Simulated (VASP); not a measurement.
A run of VASP 6.6.1 is set up as follows.

INCAR

```
PREC     = Accurate       # precision mode
ENCUT    = 600            # plane-wave cutoff, eV
EDIFF    = 1E-6           # SCF threshold, eV
ISMEAR   = 0              # smearing method
SIGMA    = 0.02           # smearing width, eV
LREAL    = False          # projectors in reciprocal space
LASPH    = True           # aspherical terms in the spheres
NELM     = 80             # most SCF steps
ALGO     = Normal         # electronic algorithm
ISIF     = 3              # what is computed and relaxed
LWAVE    = False          # write WAVECAR
LCHARG   = False          # write CHGCAR
GGA      = PS             # functional
IBRION   = 2              # ionic algorithm
NSW      = 100            # ionic steps
EDIFFG   = -0.005         # ionic threshold
```

File KPOINTS:

```
regular mesh
0
Gamma
  6 6 6
```

The input POSCAR:

```
BaTiO3
1.0
    3.9833338700      0.0000000000      0.0000000000
    0.0000000000      2.8625951084      2.8753395310
    0.0000000000     -2.8625951084      2.8753395310
Ba Ti O
1 1 3
Direct
    0.0000000000      0.0034138500      0.0034138500
    0.5000000000      0.5185038200      0.5185038200
    0.5000000000      0.9784256700      0.4913519000
    0.5000000000      0.4913519000      0.9784256700
    0.0000000000      0.4882047600      0.4882047600
```

Potentials or basis: VASP PAW PBE potentials, release 64 (Ba_sv, Ti_sv, O).

Command:

```sh
$ cat potpaw_PBE.64/Ba_sv/POTCAR potpaw_PBE.64/Ti_sv/POTCAR potpaw_PBE.64/O/POTCAR > POTCAR
$ mpirun -np 1 vasp_std > vasp.out
```

Question: What does it give for the space group after relaxing (to 0.1 Å)?

Answer: Amm2 (No. 38).

Question: Predict the relaxed volume.

Answer: 12.83 Å³/atom.

Question: Estimate the relaxed cell.

Answer: a = 3.960 Å, b = 4.025 Å, c = 4.025 Å, α = 89.78°, β = 90.00°, γ = 90.00°.

Forces on the atoms (eV/Å):
```
Ba   0.000  0.000 -0.002
Ti   0.000  0.000  0.000
O    0.000  0.004  0.001
O    0.000 -0.004  0.001
O    0.000  0.000  0.000
```

Caveat: the PAW data sets were made with another functional, which shifts forces and pressure a little.
